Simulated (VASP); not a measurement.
# SiO2 (kk07) (P4_2/mnm) in VASP: further runs

Runs on SiO2 (kk07). Level: LDA. Tasks: single point, relaxation of cell and atoms.

Everything below comes from runs of VASP 6.6.1. Logs are shortened: lines on timing, memory, paths and dates and some standing lists are left out, and cuts for length are marked.

## Step 1: The cell of the first run

The structure is tetragonal, space group P4_2/mnm (No. 136). Conventional cell: a = 4.186 Å, b = 4.186 Å, c = 2.668 Å, α = 90.00°, β = 90.00°, γ = 90.00°. Within 2.3 Å of Si (site symmetry mmm) lie 6 O at 1.76 to 1.81 Å. O (site symmetry m2m) has 3 Si at 1.76 to 1.81 Å and 1 O at 2.30 Å within 2.3 Å.

## Step 2: Single point, LDA

INCAR reads:

```
ALGO     = Normal         # electronic algorithm
EDIFF    = 1E-6           # SCF threshold, eV
ENCUT    = 520            # plane-wave cutoff, eV
GGA      = CA             # functional
ISIF     = 2              # what is computed and relaxed
ISMEAR   = 0              # smearing method
LASPH    = T              # aspherical terms in the spheres
LCHARG   = F              # write CHGCAR
LREAL    = F              # projectors in reciprocal space
LWAVE    = F              # write WAVECAR
NBANDS   = 25             # bands
NELM     = 80             # most SCF steps
PREC     = Accurate       # precision mode
SIGMA    = 0.1            # smearing width, eV
```

KPOINTS reads:

```
k-points
0
Gamma
  4 4 6
```

POSCAR reads:

```
SiO2
1.0
    4.1865000000      0.0000000000      0.0000000000
    0.0000000000      4.1865000000      0.0000000000
    0.0000000000      0.0000000000      2.6684000000
Si O
2 4
Direct
    0.0000000000      0.0000000000      0.0000000000
    0.5000000000      0.5000000000      0.5000000000
    0.3059000000      0.3059000000      0.0000000000
    0.1941000000      0.8059000000      0.5000000000
    0.6941000000      0.6941000000      0.0000000000
    0.8059000000      0.1941000000      0.5000000000
```

Potentials or basis: VASP PAW LDA potentials, release 64 (Si, O).

Started as:

```sh
cat potpaw_LDA.64/Si/POTCAR potpaw_LDA.64/O/POTCAR > POTCAR
mpirun -np 1 vasp_std > vasp.out
```

OUTCAR:

```text
EDIFF = 1E-6
   ENCUT = 520
   GGA = CA
   ISIF = 2
   ISMEAR = 0
   LASPH = T
   LREAL = F
   NELM = 80
   PREC = Accurate

 ion  position               nearest neighbor table
   1  0.000  0.000  0.000-   4 1.76   6 1.76   4 1.76   6 1.76   5 1.81   3 1.81
   2  0.500  0.500  0.500-   3 1.76   5 1.76   3 1.76   5 1.76   4 1.81   6 1.81
   3  0.306  0.306  0.000-   2 1.76   2 1.76   1 1.81
   4  0.194  0.806  0.500-   1 1.76   1 1.76   2 1.81
   5  0.694  0.694  0.000-   2 1.76   2 1.76   1 1.81
   6  0.806  0.194  0.500-   1 1.76   1 1.76   2 1.81

  LATTYP: Found a simple tetragonal cell.
 ALAT       =     4.1865000000
 C/A-ratio  =     0.6373820614

  Lattice vectors:

 A1 = (   4.1865000000,   0.0000000000,   0.0000000000)
 A2 = (   0.0000000000,   4.1865000000,   0.0000000000)
 A3 = (   0.0000000000,   0.0000000000,   2.6684000000)

Analysis of symmetry for initial positions (statically):
=====================================================================
 Subroutine PRICEL returns:
 Original cell was already a primitive cell.

 Routine SETGRP: Setting up the symmetry group for a
 simple tetragonal supercell.

 Subroutine GETGRP returns: Found 16 space group operations
 (whereof  8 operations were pure point group operations)
 out of a pool of 16 trial point group operations.

The static configuration has the point symmetry D_2h.
 The point group associated with its full space group is D_4h.

Analysis of symmetry for dynamics (positions and initial velocities):
=====================================================================
 Subroutine PRICEL returns:
 Original cell was already a primitive cell.

 Routine SETGRP: Setting up the symmetry group for a
 simple tetragonal supercell.

 Subroutine GETGRP returns: Found 16 space group operations
 (whereof  8 operations were pure point group operations)
 out of a pool of 16 trial point group operations.

The dynamic configuration has the point symmetry D_2h.
 The point group associated with its full space group is D_4h.

 Subroutine INISYM returns: Found 16 space group operations
 (whereof  8 operations are pure point group operations),
 and found     1 'primitive' translations

----------------------------------------------------------------------------------------

                                     Primitive cell

  volume of cell :      46.7685

  direct lattice vectors                    reciprocal lattice vectors
     4.186500000  0.000000000  0.000000000     0.238863012  0.000000000  0.000000000
     0.000000000  4.186500000  0.000000000     0.000000000  0.238863012  0.000000000
     0.000000000  0.000000000  2.668400000     0.000000000  0.000000000  0.374756408

  length of vectors
     4.186500000  4.186500000  2.668400000     0.238863012  0.238863012  0.374756408

  position of ions in fractional coordinates (direct lattice)
     0.000000000  0.000000000  0.000000000
     0.500000000  0.500000000  0.500000000
     0.305900000  0.305900000  0.000000000
     0.194100000  0.805900000  0.500000000
     0.694100000  0.694100000  0.000000000
     0.805900000  0.194100000  0.500000000

  ion indices of the primitive-cell ions
   primitive index   ion index
                 1           1
                 2           2
                 3           3
                 4           4
                 5           5
                 6           6

----------------------------------------------------------------------------------------

 KPOINTS: k-points

Automatic generation of k-mesh.
 Grid dimensions read from file:
 generate k-points for:    4    4    6

 Generating k-lattice:

  Cartesian coordinates                     Fractional coordinates (reciprocal lattice)
     0.059715753  0.000000000  0.000000000     0.250000000  0.000000000  0.000000000
     0.000000000  0.059715753  0.000000000     0.000000000  0.250000000  0.000000000
     0.000000000  0.000000000  0.062459401     0.000000000  0.000000000  0.166666667

  Length of vectors
     0.059715753  0.059715753  0.062459401

  Shift w.r.t. Gamma in fractional coordinates (k-lattice)
     0.000000000  0.000000000  0.000000000

 Subroutine IBZKPT returns following result:
 ===========================================

 Found     24 irreducible k-points:

 Following reciprocal coordinates:
            Coordinates               Weight
  0.000000  0.000000  0.000000      1.000000
  0.250000  0.000000  0.000000      4.000000
  0.500000  0.000000  0.000000      2.000000
  0.250000  0.250000  0.000000      4.000000
  0.500000  0.250000  0.000000      4.000000
  0.500000  0.500000  0.000000      1.000000
[... 16 lines left out ...]
  0.500000  0.250000  0.500000      4.000000
  0.500000  0.500000  0.500000      1.000000
   k-points           NKPTS =     24   k-points in BZ     NKDIM =     24   number of bands    NBANDS=     25
   number of dos      NEDOS =    301   number of ions     NIONS =      6
   total plane-waves  NPLWV =  20480
   dimension x,y,z NGX =    32 NGY =   32 NGZ =   20
   dimension x,y,z NGXF=    64 NGYF=   64 NGZF=   40
   ions per type =               2   4
   NGX,Y,Z   is equivalent  to a cutoff of  12.71, 12.71, 12.46 a.u.
   NGXF,Y,Z  is equivalent  to a cutoff of  25.41, 25.41, 24.92 a.u.
 SYSTEM =  unknown system
   PREC   = accura    normal or accurate (medium, high low for compatibility)
   ISTART =      0    job   : 0-new  1-cont  2-samecut
   ICHARG =      2    charge: 1-file 2-atom 10-const
   ISPIN  =      1    spin polarized calculation?
   LNONCOLLINEAR =      F non collinear calculations
   LSORBIT =      F    spin-orbit coupling
   LASPH  =      T    aspherical Exc in radial PAW
   ENCUT  =  520.0 eV  38.22 Ry    6.18 a.u.   7.78  7.78  4.96*2*pi/ulx,y,z
   NELM   =     80;   NELMIN=  2; NELMDL= -5     # of ELM steps
   EDIFF  = 0.1E-05   stopping-criterion for ELM
   LREAL  =      F    real-space projection
   EDIFFG = 0.1E-04   stopping-criterion for IOM
   NSW    =      0    number of steps for IOM
   IBRION =     -1    ionic relax: 0-MD 1-quasi-New 2-CG
   NFREE  =      0    steps in history (QN), initial steepest desc. (CG)
   ISIF   =      2    stress and relaxation
   ISYM   =      2    0-nonsym 1-usesym 2-fastsym
   POTIM  = 0.5000    time-step for ionic-motion
   TEBEG  =    0.0;   TEEND  =   0.0 temperature during run
   PSTRESS=    0.0 pullay stress
   NELECT =      32.0000    total number of electrons
   NUPDOWN=      -1.0000    fix difference up-down
   EMIN   =  10.00;   EMAX   =-10.00  energy-range for DOS
   EFERMI =   0.00;   METHOD = LEGACY
   ISMEAR =     0;   SIGMA  =   0.10  broadening in eV -4-tet -1-fermi 0-gaus
   EFERMI_NEDOS =   21; number of points for ismear=-14 and -15
   IALGO  =     38    algorithm
   IMIX   =      4    mixing-type and parameters
     AMIX     =   0.40;   BMIX     =  1.00
     AMIX_MAG =   1.60;   BMIX_MAG =  1.00
  volume/ion in A,a.u.               =       7.79        52.60
  Fermi-wavevector in a.u.,A,eV,Ry     =   1.442582  2.726084 28.314299  2.081042
  Thomas-Fermi vector in A             =   2.561086
   LORBIT       =      0    0 simple, 1 ext, 2 COOP (PROOUT), +10 PAW based schemes
   GGA     = CA    functional components
   LHFCALC =     F    Hartree Fock is set to
   AEXX    =    0.0000 exact exchange contribution
   IVDW    =     0    specifies the selected vdW correction
   LEPSILON=     F    determine dielectric tensor
   LRPA    =     F    only Hartree local field effects (RPA)
 non-spin polarized calculation
 Gauss-broadening in eV      SIGMA  =   0.10
  energy-cutoff  :      520.00
  volume of cell :       46.77
 maximum number of plane-waves:      1282
 NGX is ok and might be reduce to    32
   NGX = 15   NGY = 15   NGZ =  9

 number of electron      31.9999976 magnetization

 Free energy of the ion-electron system (eV)
  ---------------------------------------------------
  ext. energy  EPLUGINS =         0.00000000
  ---------------------------------------------------
  free energy    TOTEN  =       -51.96108664 eV

  energy without entropy =      -51.96108664  energy(sigma->0) =      -51.96108664

 E-fermi :   8.4655     XC(G=0): -12.7101

 val. band max:        8.0377687655   @ k =   0.0000   0.0000   0.0000
 cond. band min:      13.5641089267   @ k =   0.0000   0.0000   0.0000
 fundamental gap:      5.5263401612
 Fermi energy:         8.4655436999

 k-point     1 :       0.0000    0.0000    0.0000
  band No.  band energies     occupation
      1     -14.3377      2.00000
      2     -10.6150      2.00000
      3     -10.6150      2.00000
      4     -10.3835      2.00000
      5      -2.8618      2.00000
      6       1.5251      2.00000
[... 17 lines left out ...]
     24      21.9930      0.00000
     25      23.4852      0.00000

 k-point     2 :       0.2500    0.0000    0.0000
  band No.  band energies     occupation
      1     -14.0088      2.00000
      2     -11.7606      2.00000
      3     -10.4492      2.00000
      4      -9.9145      2.00000
      5      -2.4518      2.00000
      6       0.2196      2.00000
[... 17 lines left out ...]
     24      21.2507      0.00000
     25      23.0432      0.00000

 k-point     3 :       0.5000    0.0000    0.0000
  band No.  band energies     occupation
      1     -13.0796      2.00000
      2     -13.0796      2.00000
      3     -10.0782      2.00000
      4     -10.0782      2.00000
      5      -1.3576      2.00000
      6      -1.3576      2.00000
[... 552 lines left out ...]
 k-point    23 :       0.5000    0.2500    0.5000
  band No.  band energies     occupation
      1     -11.2598      2.00000
      2     -11.2598      2.00000
      3     -10.0396      2.00000
      4     -10.0396      2.00000
      5      -2.3025      2.00000
      6      -2.3025      2.00000
[... 17 lines left out ...]
     24      21.3324      0.00000
     25      23.1605      0.00000

 k-point    24 :       0.5000    0.5000    0.5000
  band No.  band energies     occupation
      1     -11.2176      2.00000
      2     -11.2176      2.00000
      3     -10.0061      2.00000
      4     -10.0061      2.00000
      5      -2.8129      2.00000
      6      -2.8129      2.00000
[... 17 lines left out ...]
     24      21.7266      0.00000
     25      23.3688      0.00000

------------------------ aborting loop because EDIFF is reached ----------------------------------------

  FORCE on cell =-STRESS in cart. coord.  units (eV):
  Direction    XX          YY          ZZ          XY          YZ          ZX
  --------------------------------------------------------------------------------------
  -------------------------------------------------------------------------------------
  Total       -1.4540105     -1.4540105     -0.9087897      0.0000000      0.0000000      0.0000000
  in kB      -49.8109704    -49.8109704    -31.1329903      0.0000000      0.0000000      0.0000000
  external PRESSURE =     -43.5849771 kB  Pullay stress =       0.0000000 kB

 VOLUME and BASIS-vectors are now :
 -----------------------------------------------------------------------------
  energy-cutoff  :      520.00
  volume of cell :       46.77
      direct lattice vectors                 reciprocal lattice vectors
     4.186500000  0.000000000  0.000000000     0.238863012  0.000000000  0.000000000
     0.000000000  4.186500000  0.000000000     0.000000000  0.238863012  0.000000000
     0.000000000  0.000000000  2.668400000     0.000000000  0.000000000  0.374756408

 POSITION                                       TOTAL-FORCE (eV/Angst)
 -----------------------------------------------------------------------------------
      0.00000      0.00000      0.00000         0.000000      0.000000      0.000000
      2.09325      2.09325      1.33420         0.000000      0.000000      0.000000
      1.28065      1.28065      0.00000         0.033669      0.033669      0.000000
      0.81260      3.37390      1.33420        -0.033669      0.033669      0.000000
      2.90585      2.90585      0.00000        -0.033669     -0.033669      0.000000
      3.37390      0.81260      1.33420         0.033669     -0.033669      0.000000
 -----------------------------------------------------------------------------------
    total drift:                                0.000000      0.000000     -0.000000

  FREE ENERGIE OF THE ION-ELECTRON SYSTEM (eV)
  ---------------------------------------------------
  free  energy   TOTEN  =       -51.9610866398 eV

  energy  without entropy=      -51.9610866398  energy(sigma->0) =      -51.96108664
```

Run time: 13 s. Hardware: 1 thread of AMD EPYC 9R45 (Zen 5), shared host; peak memory 0.11 GiB.

Results:

| Quantity | Value |
| --- | --- |
| Free energy | -51.9611 eV |
| Pressure | -4.4 GPa |
| Largest force | 0.048 eV/Å |
| Band gap on the k mesh | 5.53 eV, direct |

Forces on the atoms (eV/Å):
```
Si   0.000  0.000  0.000
Si   0.000  0.000  0.000
O    0.034  0.034  0.000
O   -0.034  0.034  0.000
O   -0.034 -0.034  0.000
O    0.034 -0.034  0.000
```

Stress tensor (GPa, compression positive):
```
-4.98  0.00  0.00
 0.00 -4.98  0.00
 0.00  0.00 -3.11
```

Levels at points of the mesh, in eV from the valence-band top:
| k point | band 14 | band 15 | band 16 | band 17 | band 18 | band 19 |
| --- | --- | --- | --- | --- | --- | --- |
| (0.00, 0.00, 0.00) | -0.90 | -0.90 | 0.00 | 5.53 | 6.44 | 8.29 |
| (0.50, 0.00, 0.00) | -2.71 | -1.08 | -1.08 | 7.56 | 7.56 | 8.85 |
| (0.50, 0.50, 0.00) | -2.71 | -2.31 | -2.31 | 7.23 | 7.23 | 9.82 |
| (0.00, 0.00, 0.50) | -3.14 | -2.71 | -2.71 | 8.82 | 8.82 | 12.34 |
| (0.50, 0.00, 0.50) | -2.32 | -1.79 | -1.79 | 8.53 | 8.53 | 9.63 |
| (0.50, 0.50, 0.50) | -1.79 | -1.57 | -1.57 | 6.96 | 6.96 | 10.71 |

(Continued in part 2 of 2.)
